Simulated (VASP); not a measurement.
# Sc2InN3 (R-3m) in VASP: further runs

The runs below take Sc2InN3 through single point, with PBE.

Everything below comes from runs of VASP 6.6.1. Logs are shortened: lines on timing, memory, paths and dates and some standing lists are left out, and cuts for length are marked.

## Step 1: The cell of the first run

Symmetry: R-3m, No. 166, trigonal system. Conventional cell: a = 5.219 Å, b = 5.219 Å, c = 11.322 Å, α = 90.00°, β = 90.00°, γ = 120.00°. Sc (site symmetry 3m) has 9 N at 2.76 to 2.99 Å and 4 Sc at 2.93 to 3.13 Å and 3 In at 3.04 Å within 3.6 Å. In (site symmetry -3m) has 6 N at 2.41 Å and 6 Sc at 3.04 Å within 3.2 Å. Within 3.2 Å of N (site symmetry 2/m) lie 2 In at 2.41 Å and 4 N at 2.61 Å and 6 Sc at 2.76 to 2.99 Å.

## Step 2: Single point, PBE

INCAR reads:

```
SYSTEM = Sc2InN3
ALGO     = Normal         ! electronic algorithm
EDIFF    = 1E-6           ! SCF threshold, eV
ENCUT    = 520            ! plane-wave cutoff, eV
GGA      = PE             ! functional
ISIF     = 2              ! what is computed and relaxed
ISMEAR   = 0              ! smearing method
LASPH    = .TRUE.         ! aspherical terms in the spheres
LCHARG   = .TRUE.         ! write CHGCAR
LELF     = .TRUE.         ! ELF
LREAL    = .FALSE.        ! projectors in reciprocal space
LVHAR    = .TRUE.       
LWAVE    = .FALSE.        ! write WAVECAR
NBANDS   = 34             ! bands
NELM     = 80             ! most SCF steps
PREC     = Accurate       ! precision mode
SIGMA    = 0.1            ! smearing width, eV
```

KPOINTS reads:

```
k-points
0
G
  6 6 6
  0 0 0
```

POSCAR reads:

```
Sc2InN3
1.0
    2.6095542900      1.5066268700      3.7739570000
   -2.6095542900      1.5066268700      3.7739570000
    0.0000000000     -3.0132537400      3.7739570000
Sc In N
2 1 3
Direct
    0.6292209600      0.6292209600      0.6292209600
    0.3707790400      0.3707790400      0.3707790400
    0.0000000000      0.0000000000      0.0000000000
    0.0000000000      0.5000000000      0.0000000000
    0.5000000000      0.0000000000      0.0000000000
    0.0000000000      0.0000000000      0.5000000000
```

Potentials or basis: VASP PAW PBE potentials, release 64 (Sc_sv, In_d, N).

Started as:

```
> cat potpaw_PBE.64/Sc_sv/POTCAR potpaw_PBE.64/In_d/POTCAR potpaw_PBE.64/N/POTCAR > POTCAR
> mpirun -np 1 vasp_std > vasp.out
```

OUTCAR:

```text
SYSTEM = Sc2InN3
   EDIFF = 1E-6
   ENCUT = 520
   GGA = PE
   ISIF = 2
   ISMEAR = 0
   LASPH = .TRUE.
   LREAL = .FALSE.
   NELM = 80
   PREC = Accurate

 ion  position               nearest neighbor table
   1  0.629  0.629  0.629-   2 2.93   3 3.04   3 3.04   3 3.04   2 3.13   2 3.13   2 3.13
   2  0.371  0.371  0.371-   1 2.93   3 3.04   3 3.04   3 3.04   1 3.13   1 3.13   1 3.13
   3  0.000  0.000  0.000-   6 2.41   6 2.41   4 2.41   5 2.41   4 2.41   5 2.41   2 3.04   1 3.04
                             2 3.04   1 3.04   2 3.04   1 3.04
   4  0.000  0.500  0.000-   3 2.41   3 2.41
   5  0.500  0.000  0.000-   3 2.41   3 2.41
   6  0.000  0.000  0.500-   3 2.41   3 2.41

  LATTYP: Found a trigonal (rhomboedric) cell.
 ALAT       =     4.8293322060
 COS(alpha) =     0.4160327305

  Lattice vectors:

 A1 = (   2.6095542900,   1.5066268700,   3.7739570000)
 A2 = (  -2.6095542900,   1.5066268700,   3.7739570000)
 A3 = (   0.0000000000,  -3.0132537400,   3.7739570000)

Analysis of symmetry for initial positions (statically):
=====================================================================
 Subroutine PRICEL returns:
 Original cell was already a primitive cell.

 Routine SETGRP: Setting up the symmetry group for a
 trigonal (rhombohedral) supercell.

 Subroutine GETGRP returns: Found 12 space group operations
 (whereof 12 operations were pure point group operations)
 out of a pool of 12 trial point group operations.

The static configuration has the point symmetry D_3d.

Analysis of symmetry for dynamics (positions and initial velocities):
=====================================================================
 Subroutine PRICEL returns:
 Original cell was already a primitive cell.

 Routine SETGRP: Setting up the symmetry group for a
 trigonal (rhombohedral) supercell.

 Subroutine GETGRP returns: Found 12 space group operations
 (whereof 12 operations were pure point group operations)
 out of a pool of 12 trial point group operations.

The dynamic configuration has the point symmetry D_3d.

 Subroutine INISYM returns: Found 12 space group operations
 (whereof 12 operations are pure point group operations),
 and found     1 'primitive' translations

----------------------------------------------------------------------------------------

                                     Primitive cell

  volume of cell :      89.0267

  direct lattice vectors                    reciprocal lattice vectors
[... 92 lines left out ...]
   LASPH  =      T    aspherical Exc in radial PAW
   ENCUT  =  520.0 eV  38.22 Ry    6.18 a.u.   8.98  8.98  8.98*2*pi/ulx,y,z
   NELM   =     80;   NELMIN=  2; NELMDL= -5     # of ELM steps
   EDIFF  = 0.1E-05   stopping-criterion for ELM
   LREAL  =      F    real-space projection
   EDIFFG = 0.1E-04   stopping-criterion for IOM
   NSW    =      0    number of steps for IOM
   IBRION =     -1    ionic relax: 0-MD 1-quasi-New 2-CG
   NFREE  =      0    steps in history (QN), initial steepest desc. (CG)
   ISIF   =      2    stress and relaxation
   ISYM   =      2    0-nonsym 1-usesym 2-fastsym
   POTIM  = 0.5000    time-step for ionic-motion
   TEBEG  =    0.0;   TEEND  =   0.0 temperature during run
   PSTRESS=    0.0 pullay stress
   NELECT =      50.0000    total number of electrons
   NUPDOWN=      -1.0000    fix difference up-down
   EMIN   =  10.00;   EMAX   =-10.00  energy-range for DOS
   EFERMI =   0.00;   METHOD = LEGACY
   ISMEAR =     0;   SIGMA  =   0.10  broadening in eV -4-tet -1-fermi 0-gaus
   EFERMI_NEDOS =   21; number of points for ismear=-14 and -15
   IALGO  =     38    algorithm
   IMIX   =      4    mixing-type and parameters
     AMIX     =   0.40;   BMIX     =  1.00
     AMIX_MAG =   1.60;   BMIX_MAG =  1.00
  volume/ion in A,a.u.               =      14.84       100.13
  Fermi-wavevector in a.u.,A,eV,Ry     =   1.350697  2.552448 24.822246  1.824384
  Thomas-Fermi vector in A             =   2.478181
   LORBIT       =      0    0 simple, 1 ext, 2 COOP (PROOUT), +10 PAW based schemes
   GGA     = PE    functional components
   LHFCALC =     F    Hartree Fock is set to
   AEXX    =    0.0000 exact exchange contribution
   IVDW    =     0    specifies the selected vdW correction
   LEPSILON=     F    determine dielectric tensor
   LRPA    =     F    only Hartree local field effects (RPA)
 non-spin polarized calculation
 Gauss-broadening in eV      SIGMA  =   0.10
  energy-cutoff  :      520.00
  volume of cell :       89.03
 maximum number of plane-waves:      2420
   NGX = 17   NGY = 17   NGZ = 17

 number of electron      50.0000003 magnetization

 Free energy of the ion-electron system (eV)
  ---------------------------------------------------
  ext. energy  EPLUGINS =         0.00000000
  ---------------------------------------------------
  free energy    TOTEN  =       -34.34040724 eV

  energy without entropy =      -34.31924376  energy(sigma->0) =      -34.32982550

 E-fermi :   6.0805     XC(G=0): -10.9610

 val. band max:        6.0784914326   @ k =   0.5000   0.1667   0.0000
 cond. band min:       6.0856879557   @ k =  -0.3333   0.1667  -0.0000
 fundamental gap:      0.0071965231
 Fermi energy:         6.0804561170

 k-point     1 :       0.0000    0.0000    0.0000
  band No.  band energies     occupation
      1     -44.3385      2.00000
      2     -44.2546      2.00000
      3     -23.0356      2.00000
      4     -23.0356      2.00000
      5     -23.0019      2.00000
      6     -22.8847      2.00000
[... 877 lines left out ...]
     33       8.2824      0.00000
     34       8.6337      0.00000

 [... further k-points ...]
[... 5 lines left out ...]
  --------------------------------------------------------------------------------------
  -------------------------------------------------------------------------------------
  Total       -1.4151984     -1.4151984    -15.9426590      0.0000000      0.0000000      0.0000000
  in kB      -25.4687526    -25.4687525   -286.9135743      0.0000000      0.0000000      0.0000000
  external PRESSURE =    -112.6170265 kB  Pullay stress =       0.0000000 kB

 VOLUME and BASIS-vectors are now :
 -----------------------------------------------------------------------------
  energy-cutoff  :      520.00
  volume of cell :       89.03
      direct lattice vectors                 reciprocal lattice vectors
     2.609554290  1.506626870  3.773957000     0.191603601  0.110622391  0.088324624
    -2.609554290  1.506626870  3.773957000    -0.191603601  0.110622391  0.088324624
     0.000000000 -3.013253740  3.773957000     0.000000000 -0.221244782  0.088324624

 POSITION                                       TOTAL-FORCE (eV/Angst)
 -----------------------------------------------------------------------------------
      0.00000      0.00000      7.12396        -0.000000     -0.000000      1.524121
      0.00000      0.00000      4.19791        -0.000000      0.000000     -1.524121
      0.00000      0.00000      0.00000        -0.000000     -0.000000      0.000000
     -1.30478      0.75331      1.88698         0.000000     -0.000000      0.000000
      1.30478      0.75331      1.88698         0.000000     -0.000000      0.000000
      0.00000     -1.50663      1.88698        -0.000000     -0.000000     -0.000000
 -----------------------------------------------------------------------------------
    total drift:                                0.000000     -0.000000      0.000000

  FREE ENERGIE OF THE ION-ELECTRON SYSTEM (eV)
  ---------------------------------------------------
  free  energy   TOTEN  =       -34.3404072414 eV

  energy  without entropy=      -34.3192437631  energy(sigma->0) =      -34.32982550
```

stdout:

```text
POSCAR found type information on POSCAR ScInN
 POSCAR found :  3 types and       6 ions
 scaLAPACK will be used
 LDA part: xc-table for (Slater+PW92), standard interpolation
 POSCAR, INCAR and KPOINTS ok, starting setup
 FFT: planning ... GRIDC
 FFT: planning ... GRID_SOFT
 FFT: planning ... GRID
 WAVECAR not read
 entering main loop
```

It took 2 min on 1 thread of Intel Xeon Platinum 8259CL at 2.50GHz (Skylake/Cascade Lake), shared host; peak memory 0.25 GiB.

What came out:

| Quantity | Value |
| --- | --- |
| Free energy | -34.3404 eV |
| Pressure | -11.3 GPa |
| Largest force | 1.524 eV/Å |
| Band gap on the k mesh | zero (band 25 reaches 6.43 eV, above the bottom of band 26 at 5.90 eV) |

Forces on the atoms (eV/Å):
```
Sc   0.000  0.000  1.524
Sc   0.000  0.000 -1.524
In   0.000  0.000  0.000
N    0.000  0.000  0.000
N    0.000  0.000  0.000
N    0.000  0.000  0.000
```

Levels at points of the mesh, in eV from the Fermi level:
| k point | band 21 | band 22 | band 23 | band 24 | band 25 | band 26 | band 27 | band 28 | band 29 | band 30 |
| --- | --- | --- | --- | --- | --- | --- | --- | --- | --- | --- |
| (0.00, 0.00, 0.00) | -3.77 | -3.77 | -3.37 | 0.12 | 0.25 | 0.41 | 0.41 | 0.65 | 0.65 | 2.05 |
| (0.50, 0.00, 0.00) | -3.04 | -2.56 | -2.29 | -1.95 | -0.44 | -0.18 | 0.34 | 0.84 | 1.36 | 1.44 |
| (0.50, 0.50, 0.00) | -2.44 | -2.26 | -2.01 | -1.54 | -0.08 | 0.15 | 0.60 | 0.63 | 0.64 | 0.74 |
| (0.50, 0.50, 0.50) | -2.16 | -2.16 | -0.32 | -0.32 | -0.03 | 0.23 | 0.55 | 0.55 | 1.14 | 1.14 |

Caveat: spin-orbit coupling is left out, which moves the levels of the heavy elements; forces of over 1 eV/Å act on the atoms, so gaps and moduli don't describe the material at rest.

## Step 3: Single point, PBE

This run uses another cell than the first one, of 15.44 Å³/atom, 1.040 times its volume.

INCAR reads:

```
SYSTEM = Sc2InN3
ALGO = Normal
EDIFF = 1E-6
ENCUT = 520
GGA = PE
ISIF = 2
ISMEAR = 0
LASPH = .True.
LCHARG = .False.
LREAL = .False.
LWAVE = .False.
NBANDS = 34
NELM = 100
PREC = Accurate
SIGMA = 0.1
```

KPOINTS reads:

```
k-points
0
Gamma
  6 6 6
  0 0 0
```

POSCAR reads:

```
Sc2InN3
1.0
    2.9459657749      1.7008541332      3.0805922722
   -2.9459657749      1.7008541332      3.0805922722
    0.0000000000     -3.4017082664      3.0805922722
Sc In N
2 1 3
Direct
    0.7075517192      0.7075517192      0.7075517192
    0.2924482808      0.2924482808      0.2924482808
    0.0000000000      0.0000000000      0.0000000000
    0.0000000000      0.5000000000      0.0000000000
    0.5000000000      0.0000000000      0.0000000000
    0.0000000000      0.0000000000      0.5000000000
```

Potentials or basis: VASP PAW PBE potentials, release 64 (Sc_sv, In_d, N).

Started as:

```
> cat potpaw_PBE.64/Sc_sv/POTCAR potpaw_PBE.64/In_d/POTCAR potpaw_PBE.64/N/POTCAR > POTCAR
> mpirun -np 1 vasp_std > vasp.out
```

Run time: 1.7 min. Hardware: 1 thread of Intel Xeon Platinum 8259CL at 2.50GHz (Skylake/Cascade Lake), shared host; peak memory 0.25 GiB.

It converged, with:

```yaml
Free_energy: -42.2251 eV
Pressure: 0.7 GPa
Largest_force: 0.120 eV/Å
Band_gap_on_the_k_mesh: zero (band 25 reaches 5.45 eV, above the bottom of band 26 at 4.98 eV)
```

Forces on the atoms (eV/Å):
```
Sc   0.000  0.000 -0.120
Sc   0.000  0.000  0.120
In   0.000  0.000  0.000
N    0.000  0.000  0.000
N    0.000  0.000  0.000
N    0.000  0.000  0.000
```

Levels at points of the mesh, in eV from the Fermi level:
```csv
k point,band 21,band 22,band 23,band 24,band 25,band 26,band 27,band 28,band 29,band 30
"(0.00, 0.00, 0.00)",-3.08,-2.09,-1.35,-1.35,-0.57,-0.42,0.67,1.51,1.51,1.66
"(0.50, 0.00, 0.00)",-2.93,-2.77,-2.44,-2.42,-1.38,1.66,1.92,2.10,2.86,3.09
"(0.50, 0.50, 0.00)",-2.83,-2.66,-2.48,-1.21,-0.54,1.23,1.64,1.79,2.40,2.79
"(0.50, 0.50, 0.50)",-2.52,-2.52,-0.91,-0.91,0.04,0.18,1.43,1.43,3.02,3.28
```

Caveat: spin-orbit coupling is left out, which moves the levels of the heavy elements.
